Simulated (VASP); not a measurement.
Set up this calculation in VASP 6.6.1, as the native input.

```
Task                   : single point
Functional             : PBEsol
Potentials or basis    : VASP PAW PBE potentials, release 64 (Ge_d)
Cutoff                 : 520 eV
k mesh                 : 13 × 13 × 4
Occupations            : gaussian, width 0.15 eV
Spin                   : no spin polarisation
Dipole correction      : no
Further INCAR settings : ALGO = Normal; EDIFF = 1e-06; NBANDS = 66
```

The structure of Ge lies in POSCAR:

```
Ge
1.0
   -3.9969678633      0.0000000000      0.0000000000
   -1.9984839316     -3.4614757078      0.0000000000
    0.0000000000      0.0000000000     13.1927302734
Ge
8
Direct
    0.6666666667      0.6666666667      0.0314559283
    0.6666666667      0.6666666667      0.5314559283
    0.3333333333      0.3333333333      0.2814559283
    0.3333333333      0.3333333333      0.7814559283
    0.6666666667      0.6666666667      0.2185440717
    0.6666666667      0.6666666667      0.7185440717
    0.3333333333      0.3333333333      0.4685440717
    0.3333333333      0.3333333333      0.9685440717
```

This isn't the form of Ge at room conditions, which is diamond.

These files were run (other wordings do the same):

INCAR

```
ALGO = Normal
EDIFF = 1E-6
ENCUT = 520
GGA = PS
ISIF = 2
ISMEAR = 0
LASPH = T
LCHARG = F
LREAL = F
LWAVE = F
NBANDS = 66
NELM = 60
PREC = Accurate
SIGMA = 0.15
```

KPOINTS

```
k-points
0
Gamma
  13 13 4
```

Potentials or basis: VASP PAW PBE potentials, release 64 (Ge_d).

Command:

```sh
$ cat potpaw_PBE.64/Ge_d/POTCAR > POTCAR
$ mpirun -np 1 vasp_std > vasp.out
```

Results of the run:

```
Pressure               : -0.1 GPa
Largest force          : 0.004 eV/Å
Band gap on the k mesh : zero (filled and empty bands touch)
```

Caveat: semilocal functionals underestimate gaps, and a narrow one can read as zero; the PAW data sets were made with another functional, which shifts forces and pressure a little.

Run time: 19 min on 1 thread of Intel Xeon 8259CL (shared host), peak memory 0.61 GiB.
